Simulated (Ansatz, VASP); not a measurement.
**KMgF3: VASP beside Ansatz**

File INCAR:

```
ALGO = Normal
EDIFF = 1E-7
ENCUT = 520
GGA = PE
ISIF = 2
ISMEAR = 0
LASPH = True
LCHARG = True
LELF = True
LREAL = False
LVHAR = True
LWAVE = False
NBANDS = 24
NELM = 80
PREC = Accurate
SIGMA = 0.05
```

The input KPOINTS:

```
k-points
0
Gamma
  6 6 6
```

POSCAR

```
KMgF3
1.0
    3.9859000000      0.0000000000      0.0000000000
    0.0000000000      3.9859000000      0.0000000000
    0.0000000000      0.0000000000      3.6670280000
K Mg F
1 1 3
Direct
    0.5000000000      0.5000000000      0.5000000000
    0.0000000000      0.0000000000      0.0000000000
    0.5000000000      0.0000000000      0.0000000000
    0.0000000000      0.5000000000      0.0000000000
    0.0000000000      0.0000000000      0.5000000000
```

Input for Ansatz:

```yaml
crystal:
  lattice:
    - [3.9859, 0.0, 0.0]
    - [0.0, 3.9859, 0.0]
    - [0.0, 0.0, 3.667028]
  atoms:
    - { symbol: K, position: [0.5, 0.5, 0.5] }
    - { symbol: Mg, position: [0.0, 0.0, 0.0] }
    - { symbol: F, position: [0.5, 0.0, 0.0] }
    - { symbol: F, position: [0.0, 0.5, 0.0] }
    - { symbol: F, position: [0.0, 0.0, 0.5] }
basis:
  ecutwfc: 420
kpoints:
  mp_grid: { grid: [6, 6, 6] }
hamiltonian:
  xc: pbe
scf:
  occupations: { method: gaussian, width: 0.05 }
output:
  forces: true
  stress: true
  eigenvalues: true
```

Change from the starting cell: strain +0.000 along x and y, -0.080 along z, atoms carried along.

Alike in both runs: task single point; functional PBE; k mesh 6 × 6 × 6; occupations gaussian, width 0.05 eV; no spin polarisation.

```csv
,VASP,Ansatz
version,VASP 6.6.1,Ansatz 0.2.0
potentials or method,"VASP PAW PBE potentials, release 64 (K_sv, Mg, F), cutoff 520 eV","scalar-relativistic, plane waves, PAW"
valence electrons in the cell,32,40
```

```tsv
	VASP	Ansatz	Ansatz less VASP
gap on the k mesh at the Fermi level (eV)	7.92	7.95	+0.029
least direct gap on the mesh (eV)	8.25	8.27	+0.025
pressure (GPa)	12.7	13.1	+0.34
traceless stress, the component that is largest in VASP (GPa)	9.31	9.23	-0.090
```

VASP's potentials hold 32 valence electrons a cell and Ansatz's 40, so a difference there can come from the potentials and not from the codes.
